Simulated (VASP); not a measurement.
Si (a cell with a defect), 17 atoms in the cell. The cell holds a defect, 17 atoms: a = 7.679 Å, b = 7.679 Å, c = 7.679 Å, α = 60.00°, β = 60.00°, γ = 60.00°. 

| Property | Result |
| --- | --- |
| Program | VASP 6.6.1 |
| Task | single point |
| Functional | PBE |
| Dispersion | D3(BJ) |
| Potentials or basis | VASP PAW PBE potentials, release 64 (Si) |
| Cutoff | 520 eV |
| k mesh | 2 × 2 × 2 |
| Occupations | gaussian, width 0.02 eV |
| Spin | no spin polarisation |
| Dipole correction | no |
| Further INCAR settings | LREAL = Auto; ALGO = Normal; EDIFF = 1e-06; NBANDS = 48 |

Potentials or basis: VASP PAW PBE potentials, release 64 (Si).

Launch:

```bash
$ cat potpaw_PBE.64/Si/POTCAR > POTCAR
$ mpirun -np 1 vasp_std > vasp.out
```

Hardware: 1 thread of Intel Xeon 8259CL, with other jobs on the host.

Q: Estimate the wall time of this run.

A: Run time: 6.4 min on 1 thread of Intel Xeon 8259CL (shared host), peak memory 0.45 GiB. Counts: scf iterations 14, k points 6.
